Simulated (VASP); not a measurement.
A run of VASP 6.6.1 is set up as follows.

The input POSCAR:

```
SiC
1.0
    3.0747183308      0.0000000000      0.0000000000
   -1.5373591654      2.6627841840      0.0000000000
    0.0000000000      0.0000000000     10.0670541539
Si C
4 4
Direct
    0.0000000000      0.0000000000      0.1878913869
    0.0000000000      0.0000000000      0.6878913869
    0.3333333333      0.6666666667      0.4378370887
    0.6666666667      0.3333333333      0.9378370887
    0.0000000000      0.0000000000      0.0004684033
    0.0000000000      0.0000000000      0.5004684033
    0.3333333333      0.6666666667      0.2498021210
    0.6666666667      0.3333333333      0.7498021210
```

The input INCAR.step1:

```
SYSTEM = SiC
ALGO = Normal
EDIFF = 1E-4
ENCUT = 520
GGA = PE
ISMEAR = -1
LASPH = .True.
LCHARG = .False.
LREAL = .False.
LWAVE = .True.
NBANDS = 26
NELM = 100
PREC = Accurate
SIGMA = 0.05
```

INCAR.step2

```
SYSTEM = SiC
ALGO = Normal
BPARAM = 11.95
CPARAM = 0.0093
EDIFF = 1E-7
ENCUT = 520
ISIF = 2
ISMEAR = -1
ISTART = 1
IVDW_NL = 2
LASPH = .True.
LCHARG = .False.
LMIXTAU = .True.
LREAL = .False.
LUSE_VDW = .True.
LWAVE = .False.
METAGGA = R2SCAN
NBANDS = 26
NELM = 100
PREC = Accurate
SIGMA = 0.05
```

The input KPOINTS:

```
k-points
0
Gamma
  10 10 3
  0 0 0
```

Potentials or basis: VASP PAW PBE potentials, release 64 (Si, C).

Launch:

```console
$ cat potpaw_PBE.64/Si/POTCAR potpaw_PBE.64/C/POTCAR > POTCAR
$ cp INCAR.step1 INCAR
$ mpirun -np 1 vasp_std > vasp.out
$ cp INCAR.step2 INCAR
$ mpirun -np 1 vasp_std > vasp.out
```

Estimate the band gap on the k mesh.

2.58 eV, indirect (least direct gap 3.76 eV).

What does it give for the pressure?

-0.1 GPa.

Caveat: the PAW data sets were made with another functional, which shifts forces and pressure a little. A k mesh can miss the band edges.
